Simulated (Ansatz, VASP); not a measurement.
MnHg: VASP beside Ansatz

Contents of INCAR:

```
SYSTEM = MnHg
PREC     = Accurate       ! precision mode
ENCUT    = 500            ! plane-wave cutoff, eV
EDIFF    = 1E-6           ! SCF threshold, eV
ISMEAR   = 0              ! smearing method
SIGMA    = 0.1            ! smearing width, eV
LREAL    = .FALSE.        ! projectors in reciprocal space
LASPH    = .TRUE.         ! aspherical terms in the spheres
NELM     = 200            ! most SCF steps
ALGO     = Normal         ! electronic algorithm
ISIF     = 2              ! what is computed and relaxed
LWAVE    = .FALSE.        ! write WAVECAR
LCHARG   = .FALSE.        ! write CHGCAR
ISPIN    = 2              ! spin polarisation
MAGMOM   = 4.13 0         ! initial moments
LORBIT   = 11             ! projections on sites
LMAXMIX  = 4              ! l up to which the mixer works
LDAU     = .TRUE.         ! DFT+U
LDAUTYPE = 2            
LDAUL    = -1 2           ! shell
LDAUU    = 0 1.1          ! U, eV
LDAUJ    = 0 0          
LDAUPRINT= 1            
GGA      = PE             ! functional
IVDW     = 12             ! dispersion correction
NBANDS   = 24             ! bands
GGA_COMPAT= .FALSE.
```

Contents of KPOINTS:

```
Automatic mesh
0
G
  4 4 4
  0 0 0
```

The input POSCAR:

```
MnHg
1.0
    3.3150000000      0.0000000000      0.0000000000
    0.0000000000      3.3150000000      0.0000000000
    0.0000000000      0.0000000000      3.3150000000
Mn Hg
1 1
Direct
    0.5000000000      0.5000000000      0.5000000000
    0.0000000000      0.0000000000      0.0000000000
```

Input for Ansatz:

```yaml
crystal:
  lattice:
    - [3.315, 0.0, 0.0]
    - [0.0, 3.315, 0.0]
    - [0.0, 0.0, 3.315]
  atoms:
    - { symbol: Mn, position: [0.5, 0.5, 0.5], spin: 4.13 }
    - { symbol: Hg, position: [0.0, 0.0, 0.0] }
basis:
  ecutwfc: 420
kpoints:
  mp_grid: { grid: [4, 4, 4] }
hamiltonian:
  xc: pbe
  hubbard: { sites: [{ species: Hg, l: d, u_eff: 1.1 }] }
  dispersion: d3bj
scf:
  occupations: { method: gaussian, width: 0.1 }
  lower_state_search: "off"
output:
  forces: true
  stress: true
  eigenvalues: true
  populations: true
magnetization:
  spin_polarized: true
```

Alike in both runs: task single point; functional PBE; dispersion D3(BJ); k mesh 4 × 4 × 4; occupations gaussian, width 0.1 eV; collinear spin; Hubbard terms Hg d U = 1.1 eV.

```csv
,VASP,Ansatz
version,VASP 6.6.1,Ansatz 0.2.0
potentials or method,"VASP PAW PBE potentials, release 64 (Mn_pv, Hg), cutoff 500 eV","scalar-relativistic, plane waves, PAW"
valence electrons in the cell,25,35
```

|  | VASP | Ansatz | Ansatz less VASP |
| --- | --- | --- | --- |
| gap on the k mesh at the Fermi level (eV) | none | none | - |
| pressure (GPa) | -4.2 | -4.1 | +0.07 |
| net moment per atom (μB) | 1.86 | 1.86 | 0.000 |
| size of the moment on the site where the two differ most (μB) | 3.70 | 3.75 | +0.052 |

Site moments also hang on the region over which each program counts them. The programs project onto different local orbitals, so the same U acts differently, and such runs can settle in different states. A gap of «none» marks a metal or a gap that the smearing closes. VASP's potentials hold 25 valence electrons a cell and Ansatz's 35, so a difference there can come from the potentials and not from the codes. Ansatz's warnings: filled band counts differ across k points.

The k mesh is coarse, so the values compare programs but aren't converged. Neither program's run includes spin-orbit coupling.
